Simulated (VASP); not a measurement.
A run of VASP 6.6.1 is set up as follows.

The input INCAR:

```
ALGO     = Normal         # electronic algorithm
EDIFF    = 1E-6           # SCF threshold, eV
ENCUT    = 520            # plane-wave cutoff, eV
GGA      = PE             # functional
ISIF     = 2              # what is computed and relaxed
ISMEAR   = 0              # smearing method
LASPH    = T              # aspherical terms in the spheres
LCHARG   = F              # write CHGCAR
LREAL    = F              # projectors in reciprocal space
LWAVE    = F              # write WAVECAR
NBANDS   = 15             # bands
NELM     = 80             # most SCF steps
PREC     = Accurate       # precision mode
SIGMA    = 0.05           # smearing width, eV
```

File KPOINTS:

```
k-points
0
Gamma
  8 8 8
```

POSCAR

```
SrO
1.0
    0.0000000000      2.5698000000      2.5698000000
    2.5698000000      0.0000000000      2.5698000000
    2.5698000000      2.5698000000      0.0000000000
Sr O
1 1
Direct
   -0.0145925753     -0.0145925753      0.0145925753
    0.5000000000      0.5000000000      0.5000000000
```

Potentials or basis: VASP PAW PBE potentials, release 64 (Sr_sv, O).

Command:

```sh
$ cat potpaw_PBE.64/Sr_sv/POTCAR potpaw_PBE.64/O/POTCAR > POTCAR
$ mpirun -np 1 vasp_std > vasp.out
```

Question: Predict the largest force.

Answer: 0.181 eV/Å.

Question: Predict the band gap on the k mesh.

Answer: 3.28 eV, indirect (least direct gap 3.36 eV).

Forces on the atoms (eV/Å):
```
Sr   0.000  0.000  0.181
O    0.000  0.000 -0.181
```

Caveat: the cell differs from its parent crystal (all Sr atoms moved +0.075 Å, as atom 1 towards its neighbour atom 2 (O) at 2.570 Å). A k mesh can miss the band edges.
